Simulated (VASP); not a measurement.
Here is a VASP 6.6.1 calculation.

File INCAR:

```
PREC     = Accurate       # precision mode
ENCUT    = 600            # plane-wave cutoff, eV
EDIFF    = 1E-6           # SCF threshold, eV
ISMEAR   = -1             # smearing method
SIGMA    = 0.1            # smearing width, eV
LREAL    = False          # projectors in reciprocal space
LASPH    = True           # aspherical terms in the spheres
NELM     = 200            # most SCF steps
ALGO     = Normal         # electronic algorithm
ISIF     = 2              # what is computed and relaxed
LWAVE    = False          # write WAVECAR
LCHARG   = True           # write CHGCAR
GGA      = PE             # functional
LELF     = True           # ELF
LVHAR    = True         
NBANDS   = 52             # bands
GGA_COMPAT= False        
LMAXMIX  = 6              # l up to which the mixer works
```

KPOINTS

```
regular mesh
0
Gamma
  4 4 4
```

Contents of POSCAR:

```
Yb3InC
1.0
    5.0632000000      0.0000000000      0.0000000000
    0.0000000000      5.0632000000      0.0000000000
    0.0000000000      0.0000000000      5.0632000000
Yb In C
3 1 1
Direct
    0.5000000000      0.0000000000      0.5000000000
    0.0000000000      0.5000000000      0.5000000000
    0.5000000000      0.5000000000      0.0000000000
    0.0000000000      0.0000000000      0.0000000000
    0.5000000000      0.5000000000      0.5000000000
```

Potentials or basis: VASP PAW PBE potentials, release 64 (Yb, In_d, C).

The run is started by

```bash
$ cat potpaw_PBE.64/Yb/POTCAR potpaw_PBE.64/In_d/POTCAR potpaw_PBE.64/C/POTCAR > POTCAR
$ mpirun -np 1 vasp_std > vasp.out
```

(1) Estimate the band gap on the k mesh.

(2) What does it give for the pressure?

Answers

(1) zero (an odd number of electrons rules out a gap without spin polarisation).

(2) -3.6 GPa.

Caveat: the cell stands under tension; spin-orbit coupling is left out, which moves the levels of the heavy elements.
